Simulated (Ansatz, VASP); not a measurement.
**Two plane-wave programs on BW16**

```
W B
1.0
     6.32000    0.00000    0.00000
     0.00000    6.32000    0.00000
     0.00000    0.00000    6.32000
W B
16 1
Cartesian
  0.0056 0.0435 -0.3346
  3.1654 0.0432 -0.0127
  0.0056 3.2033 -0.0127
  0.0056 0.0435 3.4937
  1.5729 1.6106 1.5796
  3.1655 3.2032 0.0269
  3.1654 0.0432 3.1719
  4.7580 1.6108 1.5796
  0.0056 3.2033 3.1719
  1.5730 4.7957 1.5796
  1.6538 1.6915 4.7396
  3.1655 3.2032 3.1322
  4.7579 4.7956 1.5796
  4.6775 1.6913 4.7396
  1.6536 4.7152 4.7396
  4.6774 4.7150 4.7396
  0.0057 0.0437 1.5796
```

Alike in both runs: functional LDA; k mesh 2 × 2 × 2; occupations fermi-dirac, width 0.15 eV; no spin polarisation.

Ansatz relaxed the structure, and its values are those at the end. VASP's run is a single point on that final structure, the one shown.

|  | VASP | Ansatz |
| --- | --- | --- |
| version | VASP 6.6.1 | Ansatz 0.2.0 |
| potentials or method | VASP PAW LDA potentials, release 64 (W_sv, B), cutoff 520 eV | scalar-relativistic, plane waves, PAW |
| valence electrons in the cell | 227 | 227 |

VASP gave:

- rms of the force components (eV/Å): 0.018

Question: What did Ansatz give for the same quantities?

Answer: rms of the force components (eV/Å): 0.003.

LDA's correlation is that of Perdew and Zunger in VASP and of Perdew and Wang (1992) in Ansatz.

The k mesh is coarse, so the values compare programs but aren't converged. Neither program's run includes spin-orbit coupling.
